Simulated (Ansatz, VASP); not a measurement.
## One calculation of ZrC, two programs

Contents of INCAR:

```
ALGO = Normal
EDIFF = 1E-6
ENCUT = 520
GGA = CA
ISIF = 2
ISMEAR = -1
LASPH = True
LCHARG = True
LELF = True
LREAL = False
LVHAR = True
LWAVE = False
NBANDS = 24
NELM = 100
PREC = Accurate
SIGMA = 0.05
```

Contents of KPOINTS:

```
k-points
0
Gamma
  7 7 4
```

Contents of POSCAR:

```
ZrC
1.0
    3.3914762718      0.0000000000      0.0000000000
   -1.6957381359      2.9371046077      0.0000000000
    0.0000000000      0.0000000000      5.2900530000
Zr C
2 2
Direct
    0.6666666667      0.3333333333      0.7500000000
    0.3333333333      0.6666666667      0.2500000000
    0.0000000000      0.0000000000      0.5000000000
    0.0000000000      0.0000000000      0.0000000000
```

input.yaml

```yaml
crystal:
  lattice:
    - [3.3914762718, 0.0, 0.0]
    - [-1.6957381359, 2.9371046077, 0.0]
    - [0.0, 0.0, 5.290053]
  atoms:
    - { symbol: Zr, position: [0.6666666667, 0.3333333333, 0.75] }
    - { symbol: Zr, position: [0.3333333333, 0.6666666667, 0.25] }
    - { symbol: C, position: [0.0, 0.0, 0.5] }
    - { symbol: C, position: [0.0, 0.0, 0.0] }
hamiltonian:
  xc: lda
  pseudopotentials: { kind: paw }
kpoints:
  mp_grid: { grid: [7, 7, 4] }
  band_path:
    path:
      - [[0.0, 0.0, 0.0], [0.5, 0.0, 0.0], [0.3333333333, 0.3333333333, 0.0], [0.0, 0.0, 0.0], [0.0, 0.0, 0.5], [0.5, 0.0, 0.5], [0.3333333333, 0.3333333333, 0.5], [0.0, 0.0, 0.5]]
      - [[0.5, 0.0, 0.5], [0.5, 0.0, 0.0]]
      - [[0.3333333333, 0.3333333333, 0.0], [0.3333333333, 0.3333333333, 0.5]]
    npoints: 14
scf:
  occupations: { method: fermi_dirac, width: 0.05 }
  n_extra_bands: 10
output:
  forces: true
  stress: true
  eigenvalues: true
  fatbands: false
```

Alike in both runs: functional LDA; k mesh 7 × 7 × 4; occupations fermi-dirac, width 0.05 eV; no spin polarisation.

|  | VASP | Ansatz |
| --- | --- | --- |
| version | VASP 6.6.1 | Ansatz 0.2.0 |
| potentials or method | VASP PAW LDA potentials, release 64 (Zr_sv, C) | Ansatz PAW |
| plane-wave cutoff (eV) | 520 | 420 |
| valence electrons in the cell | 32 | 32 |
| task | single point | band structure |

|  | VASP | Ansatz | Ansatz less VASP |
| --- | --- | --- | --- |
| gap on the k mesh at the Fermi level (eV) | none | none | - |
| pressure (GPa) | -11.3 | -11.8 | -0.58 |
| traceless stress, the component that is largest in VASP (GPa) | 2.50 | 2.54 | +0.041 |

LDA's correlation is that of Perdew and Zunger in VASP and of Perdew and Wang (1992) in Ansatz. A gap of «none» marks a metal or a gap that the smearing closes.
